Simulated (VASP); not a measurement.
## Os: single point with BLYP

Crystal: Os.

```
Os
1.0
     2.68123    0.00000    0.00000
    -1.34062    2.32202    0.00000
     0.00000    0.00000    4.21482
Os
2
Direct
  0.33333 0.66667 0.25000
  0.66667 0.33333 0.75000
```

| Property | Result |
| --- | --- |
| Program | VASP 6.6.1 |
| Task | single point |
| Functional | BLYP |
| Potentials or basis | VASP PAW PBE potentials, release 64 (Os_sv_GW) |
| Cutoff | 560 eV |
| k mesh | 21 × 21 × 12 |
| Occupations | fermi-dirac, width 0.1 eV |
| Spin | no spin polarisation |

```
Pressure               : 61.0 GPa
Band gap on the k mesh : zero (bands 16 and 17 overlap by 4.32 eV)
```

Stress tensor (GPa, compression positive):
```
58.97  0.00  0.00
 0.00 58.97  0.00
 0.00  0.00 65.10
```

Levels at points of the mesh, in eV from the Fermi level:
```csv
k point,band 14,band 15,band 16,band 17,band 18,band 19
"(0.00, 0.00, 0.00)",-2.48,-2.48,-1.83,-1.83,0.49,1.79
"(0.00, 0.00, 0.50)",-3.64,-3.64,-3.64,0.95,0.95,0.95
```

It took 72 s on 1 thread of Intel(R) Xeon(R) 6975P-C (Granite Rapids), on a shared host, peak memory 0.31 GiB.

Caveat: the stress differs along the axes, from 59 to 65 GPa; the PAW data sets were made with another functional, which shifts forces and pressure a little; spin-orbit coupling is left out, which moves the levels of the heavy elements.
